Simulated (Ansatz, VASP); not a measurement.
# GaN in VASP and in Ansatz

```
Ga N
1.0
     0.00000    2.25069    2.25069
     2.25069    0.00000    2.25069
     2.25069    2.25069    0.00000
Ga N
1 1
Direct
  0.00000 0.00000 0.00000
  0.25000 0.25000 0.25000
```

Alike in both runs: task relaxation of cell and atoms; functional PBEsol; k mesh 10 × 10 × 10; occupations gaussian, width 0.02 eV; no spin polarisation.

|  | VASP | Ansatz |
| --- | --- | --- |
| version | VASP 6.6.1 | Ansatz 0.2.0 |
| potentials or method | VASP PAW PBE potentials, release 64 (Ga_d, N), cutoff 600 eV | scalar-relativistic, plane waves, PAW |
| valence electrons in the cell | 18 | 18 |

Ansatz gave:

```
gap on the k mesh at the Fermi level, each at its own relaxed structure (eV) : 1.70
relaxed volume (Å³/atom)                                                     : 11.38
relaxed cell length with the largest relative difference (Å)                 : 3.181
```

Problem. Estimate VASP's values.

Solution. gap on the k mesh at the Fermi level, each at its own relaxed structure (eV): 1.73; relaxed volume (Å³/atom): 11.35; relaxed cell length with the largest relative difference (Å): 3.179.

VASP's potentials were made for PBE, not for PBEsol.
